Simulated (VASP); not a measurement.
# PbO2 (Fm-3m) in VASP: a series of runs

The runs below take PbO2 through single point, with PBEsol.

All numbers are computed with VASP 6.6.1; they aren't measurements. Logs are shortened: lines on timing, memory, paths and dates and some standing lists are left out, and cuts for length are marked.

### 1 The cell of the first run

The structure is cubic, space group Fm-3m (No. 225). Conventional cell: a = 5.151 Å, b = 5.151 Å, c = 5.151 Å, α = 90.00°, β = 90.00°, γ = 90.00°. Pb (site symmetry m-3m) has 8 O at 2.23 Å within 2.9 Å. O (site symmetry -43m) has 4 Pb at 2.23 Å and 6 O at 2.58 Å within 2.9 Å.

### 2 Single point, PBEsol

INCAR

```
PREC     = Accurate       # precision mode
ENCUT    = 520            # plane-wave cutoff, eV
EDIFF    = 1E-6           # SCF threshold, eV
ISMEAR   = -1             # smearing method
SIGMA    = 0.05           # smearing width, eV
LREAL    = False          # projectors in reciprocal space
LASPH    = True           # aspherical terms in the spheres
NELM     = 100            # most SCF steps
ALGO     = Normal         # electronic algorithm
ISIF     = 2              # what is computed and relaxed
LWAVE    = False          # write WAVECAR
LCHARG   = False          # write CHGCAR
GGA      = PS             # functional
NBANDS   = 20             # bands
```

KPOINTS

```
Automatic mesh
0
Gamma
  9 9 9
```

POSCAR

```
PbO2
1.0
    0.0000000000      2.5753500483      2.5753500483
    2.5753500483      0.0000000000      2.5753500483
    2.5753500483      2.5753500483      0.0000000000
Pb O
1 2
Direct
    0.0000000000      0.0000000000      0.0000000000
    0.7500000000      0.7500000000      0.7500000000
    0.2500000000      0.2500000000      0.2500000000
```

Potentials or basis: VASP PAW PBE potentials, release 64 (Pb_d, O).

Command:

```
> cat potpaw_PBE.64/Pb_d/POTCAR potpaw_PBE.64/O/POTCAR > POTCAR
> mpirun -np 1 vasp_std > vasp.out
```

OUTCAR:

```text
PREC = Accurate
   ENCUT = 520
   EDIFF = 1E-6
   ISMEAR = -1
   LREAL = False
   LASPH = True
   NELM = 100
   ISIF = 2
   GGA = PS

 ion  position               nearest neighbor table
   1  0.000  0.000  0.000-   2 2.23   2 2.23   2 2.23   2 2.23   3 2.23   3 2.23   3 2.23   3 2.23

   2  0.750  0.750  0.750-   1 2.23   1 2.23   1 2.23   1 2.23
   3  0.250  0.250  0.250-   1 2.23   1 2.23   1 2.23   1 2.23

  LATTYP: Found a face centered cubic cell.
 ALAT       =     5.1507000966

  Lattice vectors:

 A1 = (   0.0000000000,   2.5753500483,   2.5753500483)
 A2 = (   2.5753500483,   0.0000000000,   2.5753500483)
 A3 = (   2.5753500483,   2.5753500483,   0.0000000000)

Analysis of symmetry for initial positions (statically):
=====================================================================
 Subroutine PRICEL returns:
 Original cell was already a primitive cell.

 Routine SETGRP: Setting up the symmetry group for a
 face centered cubic supercell.

 Subroutine GETGRP returns: Found 48 space group operations
 (whereof 48 operations were pure point group operations)
 out of a pool of 48 trial point group operations.

The static configuration has the point symmetry O_h .

Analysis of symmetry for dynamics (positions and initial velocities):
=====================================================================
 Subroutine PRICEL returns:
 Original cell was already a primitive cell.

 Routine SETGRP: Setting up the symmetry group for a
 face centered cubic supercell.

 Subroutine GETGRP returns: Found 48 space group operations
 (whereof 48 operations were pure point group operations)
 out of a pool of 48 trial point group operations.

The dynamic configuration has the point symmetry O_h .

 Subroutine INISYM returns: Found 48 space group operations
 (whereof 48 operations are pure point group operations),
 and found     1 'primitive' translations

----------------------------------------------------------------------------------------

                                     Primitive cell

  volume of cell :      34.1616

  direct lattice vectors                    reciprocal lattice vectors
     0.000000000  2.575350048  2.575350048    -0.194148365  0.194148365  0.194148365
     2.575350048  0.000000000  2.575350048     0.194148365 -0.194148365  0.194148365
     2.575350048  2.575350048  0.000000000     0.194148365  0.194148365 -0.194148365

  length of vectors
     3.642094966  3.642094966  3.642094966     0.336274832  0.336274832  0.336274832

  position of ions in fractional coordinates (direct lattice)
     0.000000000  0.000000000  0.000000000
     0.750000000  0.750000000  0.750000000
     0.250000000  0.250000000  0.250000000

  ion indices of the primitive-cell ions
   primitive index   ion index
                 1           1
                 2           2
                 3           3

----------------------------------------------------------------------------------------

 KPOINTS: Automatic mesh

Automatic generation of k-mesh.
 Grid dimensions read from file:
 generate k-points for:    9    9    9

 Generating k-lattice:

  Cartesian coordinates                     Fractional coordinates (reciprocal lattice)
    -0.021572041  0.021572041  0.021572041     0.111111111  0.000000000  0.000000000
     0.021572041 -0.021572041  0.021572041     0.000000000  0.111111111  0.000000000
     0.021572041  0.021572041 -0.021572041     0.000000000  0.000000000  0.111111111

  Length of vectors
     0.037363870  0.037363870  0.037363870

  Shift w.r.t. Gamma in fractional coordinates (k-lattice)
     0.000000000  0.000000000  0.000000000

 Subroutine IBZKPT returns following result:
 ===========================================

 Found     35 irreducible k-points:

 Following reciprocal coordinates:
            Coordinates               Weight
  0.000000  0.000000  0.000000      1.000000
  0.111111  0.000000  0.000000      8.000000
  0.222222  0.000000  0.000000      8.000000
  0.333333  0.000000  0.000000      8.000000
  0.444444  0.000000  0.000000      8.000000
  0.111111  0.111111  0.000000      6.000000
[... 16 lines left out ...]
 -0.333333  0.333333  0.000000     12.000000
  0.444444  0.444444  0.000000      6.000000
 [... further k-points ...]
   k-points           NKPTS =     35   k-points in BZ     NKDIM =     35   number of bands    NBANDS=     20
   number of dos      NEDOS =    301   number of ions     NIONS =      3
   total plane-waves  NPLWV =  21952
   dimension x,y,z NGX =    28 NGY =   28 NGZ =   28
   dimension x,y,z NGXF=    56 NGYF=   56 NGZF=   56
   ions per type =               1   2
   NGX,Y,Z   is equivalent  to a cutoff of  12.78, 12.78, 12.78 a.u.
   NGXF,Y,Z  is equivalent  to a cutoff of  25.56, 25.56, 25.56 a.u.
 SYSTEM =  unknown system
   PREC   = accura    normal or accurate (medium, high low for compatibility)
   ISTART =      0    job   : 0-new  1-cont  2-samecut
   ICHARG =      2    charge: 1-file 2-atom 10-const
   ISPIN  =      1    spin polarized calculation?
   LNONCOLLINEAR =      F non collinear calculations
   LSORBIT =      F    spin-orbit coupling
   LASPH  =      T    aspherical Exc in radial PAW
   ENCUT  =  520.0 eV  38.22 Ry    6.18 a.u.   6.77  6.77  6.77*2*pi/ulx,y,z
   NELM   =    100;   NELMIN=  2; NELMDL= -5     # of ELM steps
   EDIFF  = 0.1E-05   stopping-criterion for ELM
   LREAL  =      F    real-space projection
   EDIFFG = 0.1E-04   stopping-criterion for IOM
   NSW    =      0    number of steps for IOM
   IBRION =     -1    ionic relax: 0-MD 1-quasi-New 2-CG
   NFREE  =      0    steps in history (QN), initial steepest desc. (CG)
   ISIF   =      2    stress and relaxation
   ISYM   =      2    0-nonsym 1-usesym 2-fastsym
   POTIM  = 0.5000    time-step for ionic-motion
   TEBEG  =    0.0;   TEEND  =   0.0 temperature during run
   PSTRESS=    0.0 pullay stress
   NELECT =      26.0000    total number of electrons
   NUPDOWN=      -1.0000    fix difference up-down
   EMIN   =  10.00;   EMAX   =-10.00  energy-range for DOS
   EFERMI =   0.00;   METHOD = LEGACY
   ISMEAR =    -1;   SIGMA  =   0.05  broadening in eV -4-tet -1-fermi 0-gaus
   EFERMI_NEDOS =   21; number of points for ismear=-14 and -15
   IALGO  =     38    algorithm
   IMIX   =      4    mixing-type and parameters
     AMIX     =   0.40;   BMIX     =  1.00
     AMIX_MAG =   1.60;   BMIX_MAG =  1.00
  volume/ion in A,a.u.               =      11.39        76.84
  Fermi-wavevector in a.u.,A,eV,Ry     =   1.494696  2.824567 30.397015  2.234118
  Thomas-Fermi vector in A             =   2.606936
   LORBIT       =      0    0 simple, 1 ext, 2 COOP (PROOUT), +10 PAW based schemes
   GGA     = PS    functional components
   LHFCALC =     F    Hartree Fock is set to
   AEXX    =    0.0000 exact exchange contribution
   IVDW    =     0    specifies the selected vdW correction
   LEPSILON=     F    determine dielectric tensor
   LRPA    =     F    only Hartree local field effects (RPA)
 non-spin polarized calculation
  energy-cutoff  :      520.00
  volume of cell :       34.16
 maximum number of plane-waves:       941
   NGX = 13   NGY = 13   NGZ = 13

 number of electron      25.9999992 magnetization

 Free energy of the ion-electron system (eV)
  ---------------------------------------------------
  ext. energy  EPLUGINS =         0.00000000
  ---------------------------------------------------
  free energy    TOTEN  =       -16.57052778 eV

  energy without entropy =      -16.56849119  energy(sigma->0) =      -16.56950948

 E-fermi :   7.5743     XC(G=0): -12.2203

 val. band max:        7.4370588771   @ k =  -0.3333   0.4444   0.2222
 cond. band min:       7.6706366744   @ k =   0.1111   0.0000   0.0000
 fundamental gap:      0.2335777973
 Fermi energy:         7.5742705538

 k-point     1 :       0.0000    0.0000    0.0000
  band No.  band energies     occupation
      1     -12.2913      2.00000
      2      -8.4388      2.00000
      3      -8.4388      2.00000
      4      -8.4388      2.00000
      5      -8.4009      2.00000
      6      -7.9887      2.00000
[... 12 lines left out ...]
     19      23.6678      0.00000
     20      23.6678      0.00000

 k-point     2 :       0.1111    0.0000    0.0000
  band No.  band energies     occupation
      1     -12.1622      2.00000
      2      -9.2130      2.00000
      3      -8.4132      2.00000
      4      -8.4132      2.00000
      5      -7.9912      2.00000
      6      -7.9912      2.00000
[... 12 lines left out ...]
     19      23.5933      0.00000
     20      23.5933      0.00000

 k-point     3 :       0.2222    0.0000    0.0000
  band No.  band energies     occupation
      1     -11.8257      2.00000
      2      -9.8286      2.00000
      3      -8.3575      2.00000
      4      -8.3575      2.00000
      5      -7.9868      2.00000
      6      -7.9868      2.00000
[... 12 lines left out ...]
     19      23.4671      0.00000
     20      23.4671      0.00000

 k-point     4 :       0.3333    0.0000    0.0000
  band No.  band energies     occupation
      1     -11.4745      2.00000
      2     -10.1164      2.00000
      3      -8.3166      2.00000
      4      -8.3166      2.00000
      5      -7.9559      2.00000
      6      -7.9559      2.00000
[... 12 lines left out ...]
     19      23.3725      0.00000
     20      23.5989      0.00000

 k-point     5 :       0.4444    0.0000    0.0000
  band No.  band energies     occupation
      1     -11.3481      2.00000
      2     -10.0503      2.00000
      3      -8.3047      2.00000
      4      -8.3047      2.00000
      5      -7.9186      2.00000
      6      -7.9186      2.00000
[... 12 lines left out ...]
     19      23.2721      0.00000
     20      23.2721      0.00000

 k-point     6 :       0.1111    0.1111    0.0000
  band No.  band energies     occupation
      1     -12.1172      2.00000
      2      -9.3513      2.00000
      3      -8.3921      2.00000
      4      -8.3921      2.00000
      5      -8.0110      2.00000
      6      -7.9761      2.00000
[... 12 lines left out ...]
     19      23.4740      0.00000
     20      23.6589      0.00000

 k-point     7 :       0.2222    0.1111    0.0000
  band No.  band energies     occupation
      1     -11.8412      2.00000
      2      -9.8511      2.00000
      3      -8.3349      2.00000
      4      -8.3287      2.00000
      5      -8.0277      2.00000
      6      -7.9627      2.00000
[... 12 lines left out ...]
     19      23.6255      0.00000
     20      23.8882      0.00000
[... 277 lines left out ...]
 k-point    20 :       0.3333    0.3333    0.0000
  band No.  band energies     occupation
      1     -10.9756      2.00000
      2     -10.7092      2.00000
      3      -8.1558      2.00000
      4      -8.1156      2.00000
      5      -8.1156      2.00000
      6      -7.9078      2.00000
[... 12 lines left out ...]
     19      23.6325      0.00000
     20      26.8362      0.00000

 k-point    21 :       0.4444    0.3333    0.0000
  band No.  band energies     occupation
      1     -10.8865      2.00000
      2     -10.6832      2.00000
      3      -8.1928      2.00000
      4      -8.0690      2.00000
      5      -7.9296      2.00000
      6      -7.8963      2.00000
[... 12 lines left out ...]
     19      23.8072      0.00000
     20      26.0882      0.00000

 k-point    22 :      -0.4444    0.3333    0.0000
  band No.  band energies     occupation
      1     -10.9508      2.00000
      2     -10.5774      2.00000
      3      -8.1724      2.00000
      4      -8.0623      2.00000
      5      -7.9209      2.00000
      6      -7.5229      2.00000
[... 12 lines left out ...]
     19      24.2852      0.00000
     20      24.8839      0.00000

 k-point    23 :      -0.3333    0.3333    0.0000
  band No.  band energies     occupation
      1     -10.9381      2.00000
      2     -10.6286      2.00000
      3      -8.1246      2.00000
      4      -8.0928      2.00000
      5      -7.9749      2.00000
      6      -7.0259      2.00000
[... 12 lines left out ...]
     19      23.6721      0.00000
     20      25.5293      0.00000

 k-point    24 :       0.4444    0.4444    0.0000
  band No.  band energies     occupation
      1     -11.0049      2.00000
      2     -10.4471      2.00000
      3      -8.2283      2.00000
      4      -8.0082      2.00000
      5      -8.0082      2.00000
      6      -7.8839      2.00000
[... 12 lines left out ...]
     19      23.6337      0.00000
     20      25.6492      0.00000

 [... further k-points ...]
[... 5 lines left out ...]
  --------------------------------------------------------------------------------------
  -------------------------------------------------------------------------------------
  Total        4.3696166      4.3696166      4.3696166      0.0000000      0.0000000      0.0000000
  in kB      204.9345190    204.9345190    204.9345190      0.0000000      0.0000000      0.0000000
  external PRESSURE =     204.9345190 kB  Pullay stress =       0.0000000 kB

 VOLUME and BASIS-vectors are now :
 -----------------------------------------------------------------------------
  energy-cutoff  :      520.00
  volume of cell :       34.16
      direct lattice vectors                 reciprocal lattice vectors
     0.000000000  2.575350048  2.575350048    -0.194148365  0.194148365  0.194148365
     2.575350048  0.000000000  2.575350048     0.194148365 -0.194148365  0.194148365
     2.575350048  2.575350048  0.000000000     0.194148365  0.194148365 -0.194148365

 POSITION                                       TOTAL-FORCE (eV/Angst)
 -----------------------------------------------------------------------------------
      0.00000      0.00000      0.00000         0.000000      0.000000      0.000000
      3.86303      3.86303      3.86303        -0.000000     -0.000000     -0.000000
      1.28768      1.28768      1.28768         0.000000      0.000000      0.000000
 -----------------------------------------------------------------------------------
    total drift:                                0.000000      0.000000      0.000000

  FREE ENERGIE OF THE ION-ELECTRON SYSTEM (eV)
  ---------------------------------------------------
  free  energy   TOTEN  =       -16.5705277765 eV

  energy  without entropy=      -16.5684911909  energy(sigma->0) =      -16.56950948
```

Wall time 29 s (1 thread of Intel Xeon 8259CL, shared host); peak memory 0.17 GiB.

What came out:

```yaml
Free_energy: -16.5705 eV
Pressure: 20.5 GPa
Band_gap_on_the_k_mesh: zero (bands 13 and 14 overlap by 1.50 eV)
```

Caveat: the cell stands under pressure; the PAW data sets were made with another functional, which shifts forces and pressure a little; spin-orbit coupling is left out, which moves the levels of the heavy elements.

(Continued in part 2 of 2.)
